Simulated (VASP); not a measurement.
# Ru in VASP: further runs

Ru is run at these levels: PBE+D3(BJ); tasks: single point.

Program: VASP 6.6.1. These are calculated values, not measurements. Logs are shortened: lines on timing, memory, paths and dates and some standing lists are left out, and cuts for length are marked.

## Step 1: The cell of the first run

The cell holds a slab with vacuum, 16 atoms: a = 5.395 Å, b = 5.395 Å, c = 25.268 Å, α = 90.00°, β = 90.00°, γ = 120.00°.

## Step 2: Single point, PBE+D3(BJ)

The input, INCAR:

```
ALGO = Normal
DIPOL = 0.5 0.5 0.443
EDIFF = 1E-6
ENCUT = 400
GGA = PE
GGA_COMPAT = False
IDIPOL = 3
ISIF = 2
ISMEAR = 0
IVDW = 12
LASPH = True
LCHARG = True
LDIPOL = True
LELF = True
LREAL = False
LVACPOTAV = True
LVHAR = True
LWAVE = False
NBANDS = 126
NELM = 120
NELMDL = -8
PREC = Accurate
SIGMA = 0.1
```

The input, KPOINTS:

```
k-points
0
Gamma
  4 4 1
```

The input, POSCAR:

```
Ru
1.0
    5.3951895500      0.0000000000      0.0000000000
   -2.6975947750      4.6723712085      0.0000000000
    0.0000000000      0.0000000000     25.2678269957
Ru
16
Direct
    0.3333333333      0.1666666667      0.3166081516
    0.3333333333      0.6666666667      0.3166081516
    0.8333333333      0.1666666667      0.3166081516
    0.8333333333      0.6666666667      0.3166081516
    0.1666666667      0.3333333333      0.4010201985
    0.1666666667      0.8333333333      0.4010201985
    0.6666666667      0.3333333333      0.4010201985
    0.6666666667      0.8333333333      0.4010201985
    0.3335428920      0.1663285010      0.4844680085
    0.3333965655      0.6675821767      0.4845011650
    0.8341458147      0.1673099942      0.4850696656
    0.8348817815      0.6677344345      0.4844060308
    0.1678563592      0.3342403772      0.5704917802
    0.1673978910      0.8340602453      0.5680883479
    0.6675585753      0.3344125145      0.5704544241
    0.6672975015      0.8339852930      0.5704785273
```

Potentials or basis: VASP PAW PBE potentials, release 64 (Ru_pv).

The run is started by

```bash
$ cat potpaw_PBE.64/Ru_pv/POTCAR > POTCAR
$ mpirun -np 1 vasp_std > vasp.out
```

OUTCAR:

```text
EDIFF = 1E-6
   ENCUT = 400
   GGA = PE
   ISIF = 2
   ISMEAR = 0
   IVDW = 12
   LASPH = True
   LREAL = False
   NELM = 120
   NELMDL = -8
   PREC = Accurate
 IVDW          = 12

 ion  position               nearest neighbor table
   1  0.333  0.167  0.317-   5 2.64   6 2.64   7 2.64   4 2.70   2 2.70   2 2.70   4 2.70   3 2.70
                             3 2.70
   2  0.333  0.667  0.317-   6 2.64   5 2.64   8 2.64   3 2.70   1 2.70   1 2.70   3 2.70   4 2.70
                             4 2.70
   3  0.833  0.167  0.317-   7 2.64   8 2.64   5 2.64   4 2.70   2 2.70   4 2.70   2 2.70   1 2.70
                             1 2.70
   4  0.833  0.667  0.317-   8 2.64   7 2.64   6 2.64   3 2.70   1 2.70   3 2.70   1 2.70   2 2.70
                             2 2.70
   5  0.167  0.333  0.401-   9 2.62  10 2.62  11 2.63   1 2.64   2 2.64   3 2.64   8 2.70   6 2.70
                             6 2.70   8 2.70   7 2.70   7 2.70
   6  0.167  0.833  0.401-  12 2.62  10 2.62   9 2.62   2 2.64   1 2.64   4 2.64   7 2.70   5 2.70
                             5 2.70   7 2.70   8 2.70   8 2.70
   7  0.667  0.333  0.401-   9 2.62  12 2.62  11 2.63   3 2.64   4 2.64   1 2.64   8 2.70   6 2.70
                             8 2.70   6 2.70   5 2.70   5 2.70
   8  0.667  0.833  0.401-  12 2.62  10 2.62  11 2.64   4 2.64   3 2.64   2 2.64   7 2.70   5 2.70
                             7 2.70   5 2.70   6 2.70   6 2.70
   9  0.334  0.166  0.484-   6 2.62   7 2.62  14 2.62   5 2.62  13 2.67  15 2.68  12 2.69  10 2.69
                            11 2.70  11 2.70  10 2.70  12 2.70
  10  0.333  0.668  0.485-   6 2.62  14 2.62   8 2.62   5 2.62  13 2.67  16 2.67  12 2.69   9 2.69
                            11 2.70  11 2.70   9 2.70  12 2.71
  11  0.834  0.167  0.485-   5 2.63   7 2.63   8 2.64  16 2.66  15 2.66  13 2.66  10 2.70   9 2.70
                            12 2.70  12 2.70   9 2.70  10 2.70
  12  0.835  0.668  0.484-   6 2.62   8 2.62   7 2.62  14 2.62  15 2.67  16 2.68  10 2.69   9 2.69
                            11 2.70  11 2.70   9 2.70  10 2.71
  13  0.168  0.334  0.570-  11 2.66  10 2.67   9 2.67  16 2.70  15 2.70  14 2.70  14 2.70  15 2.70
                            16 2.70
  14  0.167  0.834  0.568-  10 2.62   9 2.62  12 2.62  15 2.70  16 2.70  13 2.70  13 2.70  16 2.70
                            15 2.70
  15  0.668  0.334  0.570-  11 2.66  12 2.67   9 2.68  13 2.70  16 2.70  14 2.70  16 2.70  14 2.70
                            13 2.70
  16  0.667  0.834  0.570-  11 2.66  10 2.67  12 2.68  13 2.70  15 2.70  14 2.70  14 2.70  15 2.70
                            13 2.70

  LATTYP: Found a hexagonal cell.
 ALAT       =     5.3951895500
 C/A-ratio  =     4.6833993063

  Lattice vectors:

 A1 = (   5.3951895500,   0.0000000000,   0.0000000000)
 A2 = (  -2.6975947750,   4.6723712085,   0.0000000000)
 A3 = (   0.0000000000,   0.0000000000,  25.2678269957)

Analysis of symmetry for initial positions (statically):
=====================================================================
 Subroutine PRICEL returns:
 Original cell was already a primitive cell.

 Routine SETGRP: Setting up the symmetry group for a
 hexagonal supercell.

 Subroutine GETGRP returns: Found  1 space group operations
 (whereof  1 operations were pure point group operations)
 out of a pool of 24 trial point group operations.

The static configuration has the point symmetry C_1 .

Analysis of symmetry for dynamics (positions and initial velocities):
=====================================================================
 Subroutine PRICEL returns:
 Original cell was already a primitive cell.

 Routine SETGRP: Setting up the symmetry group for a
 hexagonal supercell.

 Subroutine GETGRP returns: Found  1 space group operations
 (whereof  1 operations were pure point group operations)
 out of a pool of 24 trial point group operations.

The dynamic configuration has the point symmetry C_1 .

 Subroutine INISYM returns: Found  1 space group operations
 (whereof  1 operations are pure point group operations),
 and found     1 'primitive' translations

----------------------------------------------------------------------------------------

                                     Primitive cell

  volume of cell :     636.9597

  direct lattice vectors                    reciprocal lattice vectors
     5.395189550  0.000000000  0.000000000     0.185350300  0.107012045  0.000000000
    -2.697594775  4.672371209  0.000000000     0.000000000  0.214024091  0.000000000
     0.000000000  0.000000000 25.267826996     0.000000000  0.000000000  0.039576019

  length of vectors
     5.395189550  5.395189550 25.267826996     0.214024091  0.214024091  0.039576019
[... 52 lines left out ...]

  Length of vectors
     0.053506023  0.053506023  0.039576019

  Shift w.r.t. Gamma in fractional coordinates (k-lattice)
     0.000000000  0.000000000  0.000000000

 Subroutine IBZKPT returns following result:
 ===========================================

 Found     10 irreducible k-points:

 Following reciprocal coordinates:
            Coordinates               Weight
  0.000000  0.000000  0.000000      1.000000
  0.250000  0.000000  0.000000      2.000000
  0.000000  0.250000  0.000000      2.000000
 -0.250000  0.250000  0.000000      2.000000
  0.500000  0.000000  0.000000      1.000000
  0.000000  0.500000  0.000000      1.000000
  0.500000  0.500000  0.000000      1.000000
  0.250000  0.250000  0.000000      2.000000
 -0.250000  0.500000  0.000000      2.000000
  0.500000  0.250000  0.000000      2.000000
   k-points           NKPTS =     10   k-points in BZ     NKDIM =     10   number of bands    NBANDS=    126
   number of dos      NEDOS =    301   number of ions     NIONS =     16
   total plane-waves  NPLWV = 217728
   dimension x,y,z NGX =    36 NGY =   36 NGZ =  168
   dimension x,y,z NGXF=    72 NGYF=   72 NGZF=  336
   ions per type =              16
   NGX,Y,Z   is equivalent  to a cutoff of  11.09, 11.09, 11.05 a.u.
   NGXF,Y,Z  is equivalent  to a cutoff of  22.19, 22.19, 22.11 a.u.
 SYSTEM =  unknown system
   PREC   = accura    normal or accurate (medium, high low for compatibility)
   ISTART =      0    job   : 0-new  1-cont  2-samecut
   ICHARG =      2    charge: 1-file 2-atom 10-const
   ISPIN  =      1    spin polarized calculation?
   LNONCOLLINEAR =      F non collinear calculations
   LSORBIT =      F    spin-orbit coupling
   LASPH  =      T    aspherical Exc in radial PAW
   ENCUT  =  400.0 eV  29.40 Ry    5.42 a.u.   8.80  8.80 41.21*2*pi/ulx,y,z
   NELM   =    120;   NELMIN=  2; NELMDL= -8     # of ELM steps
   EDIFF  = 0.1E-05   stopping-criterion for ELM
   LREAL  =      F    real-space projection
   EDIFFG = 0.1E-04   stopping-criterion for IOM
   NSW    =      0    number of steps for IOM
   IBRION =     -1    ionic relax: 0-MD 1-quasi-New 2-CG
   NFREE  =      0    steps in history (QN), initial steepest desc. (CG)
   ISIF   =      2    stress and relaxation
   ISYM   =      2    0-nonsym 1-usesym 2-fastsym
   POTIM  = 0.5000    time-step for ionic-motion
   TEBEG  =    0.0;   TEEND  =   0.0 temperature during run
   PSTRESS=    0.0 pullay stress
   NELECT =     224.0000    total number of electrons
   NUPDOWN=      -1.0000    fix difference up-down
   EMIN   =  10.00;   EMAX   =-10.00  energy-range for DOS
   EFERMI =   0.00;   METHOD = LEGACY
   ISMEAR =     0;   SIGMA  =   0.10  broadening in eV -4-tet -1-fermi 0-gaus
   EFERMI_NEDOS =   21; number of points for ismear=-14 and -15
   IALGO  =     38    algorithm
   IMIX   =      4    mixing-type and parameters
     AMIX     =   0.40;   BMIX     =  1.00
     AMIX_MAG =   1.60;   BMIX_MAG =  1.00
  volume/ion in A,a.u.               =      39.81       268.65
  Fermi-wavevector in a.u.,A,eV,Ry     =   1.155545  2.183663 18.167645  1.335284
  Thomas-Fermi vector in A             =   2.292173
   LORBIT       =      0    0 simple, 1 ext, 2 COOP (PROOUT), +10 PAW based schemes
   GGA     = PE    functional components
   LHFCALC =     F    Hartree Fock is set to
   AEXX    =    0.0000 exact exchange contribution
   IVDW    =    12    specifies the selected vdW correction
   LEPSILON=     F    determine dielectric tensor
   LRPA    =     F    only Hartree local field effects (RPA)
 non-spin polarized calculation
 Gauss-broadening in eV      SIGMA  =   0.10
  energy-cutoff  :      400.00
  volume of cell :      636.96
 maximum number of plane-waves:     11592
   NGX = 17   NGY = 17   NGZ = 83

 dipolmoment           0.000000      0.000000     -0.001657 electrons x Angstroem

 number of electron     223.9999984 magnetization

 dipolmoment           0.000000      0.000000      0.000895 electrons x Angstroem

 Free energy of the ion-electron system (eV)
  ---------------------------------------------------
  ext. energy  EPLUGINS =         0.00000000
  ---------------------------------------------------
  free energy    TOTEN  =      -139.19440183 eV

  energy without entropy =     -139.03508571  energy(sigma->0) =     -139.11474377

 E-fermi :   1.1032     XC(G=0):  -5.6237

 val. band max:        1.0775208696   @ k =   0.0000   0.5000   0.0000
 cond. band min:       1.1212945078   @ k =  -0.2500   0.2500   0.0000
 fundamental gap:      0.0437736383
 Fermi energy:         1.1032366891

 k-point     1 :       0.0000    0.0000    0.0000
  band No.  band energies     occupation
      1     -42.5697      2.00000
      2     -42.5614      2.00000
      3     -42.5611      2.00000
      4     -42.5255      2.00000
      5     -42.4968      2.00000
      6     -42.4930      2.00000
[... 1259 lines left out ...]
    123       1.8994      0.00000
    124       2.1202      0.00000
 [bands above 124 left out]

------------------------ aborting loop because EDIFF is reached ----------------------------------------

 Edisp (eV)   -7.35102

 E8    (eV) :    -3.4806

  FORCE on cell =-STRESS in cart. coord.  units (eV):
  Direction    XX          YY          ZZ          XY          YZ          ZX
  --------------------------------------------------------------------------------------
  -------------------------------------------------------------------------------------
  Total     -15.35298   -15.40443   -10.75749     0.02208    -0.11368    -0.07236
  in kB     -38.61814   -38.74756   -27.05887     0.05554    -0.28594    -0.18201
  external pressure =      -34.81 kB  Pullay stress =        0.00 kB

 VOLUME and BASIS-vectors are now :
 -----------------------------------------------------------------------------
  energy-cutoff  :      400.00
  volume of cell :      636.96
      direct lattice vectors                 reciprocal lattice vectors
     5.395189550  0.000000000  0.000000000     0.185350300  0.107012045  0.000000000
    -2.697594775  4.672371209  0.000000000     0.000000000  0.214024091  0.000000000
     0.000000000  0.000000000 25.267826996     0.000000000  0.000000000  0.039576019

 POSITION                                       TOTAL-FORCE (eV/Angst)
 -----------------------------------------------------------------------------------
      1.34880      0.77873      8.00000        -0.000819      0.017269      0.575813
     -0.00000      3.11491      8.00000         0.015399     -0.009289      0.576042
      4.04639      0.77873      8.00000         0.000168     -0.000908      0.540018
      2.69759      3.11491      8.00000        -0.015942     -0.008908      0.574789
      0.00000      1.55746     10.13291        -0.034389     -0.012919     -0.751059
     -1.34880      3.89364     10.13291         0.012842      0.011438     -0.866435
[... 8 lines left out ...]
      2.69950      1.56250     14.41414        -0.010214     -0.000177     -0.860880
      1.35044      3.89669     14.41475         0.000022     -0.014021     -0.865746
 -----------------------------------------------------------------------------------
    total drift:                                0.000388      0.000565     -0.002528

  FREE ENERGIE OF THE ION-ELECTRON SYSTEM (eV)
  ---------------------------------------------------
  free  energy   TOTEN  =      -146.5454253057 eV

  energy  without entropy=     -146.3861091929  energy(sigma->0) =     -146.46576725

 vacuum level on the upper side and lower side of the slab         6.167         6.160
```

Wall time 57 min (1 thread of Intel Xeon Platinum 8488C (Sapphire Rapids), shared host); peak memory 0.7 GiB.

What came out:

| Item | Value |
| --- | --- |
| Free energy | -146.5454 eV |
| Largest force | 0.996 eV/Å |
| Band gap on the k mesh | zero (bands 112 and 113 overlap by 1.21 eV) |
| Dispersion energy per atom | -0.459 eV |

Forces on the atoms (eV/Å):
```
Ru  -0.001  0.017  0.576
Ru   0.015 -0.009  0.576
Ru   0.000 -0.001  0.540
Ru  -0.016 -0.009  0.575
Ru  -0.034 -0.013 -0.751
Ru   0.013  0.011 -0.866
Ru   0.052 -0.018 -0.751
Ru   0.001  0.061 -0.750
Ru  -0.004  0.188  0.952
Ru   0.168 -0.096  0.943
Ru  -0.016 -0.011  0.847
Ru  -0.174 -0.105  0.975
Ru   0.006  0.002 -0.864
Ru  -0.001 -0.003 -0.275
Ru  -0.010  0.000 -0.861
Ru   0.000 -0.014 -0.866
```

(Continued in part 2 of 2.)
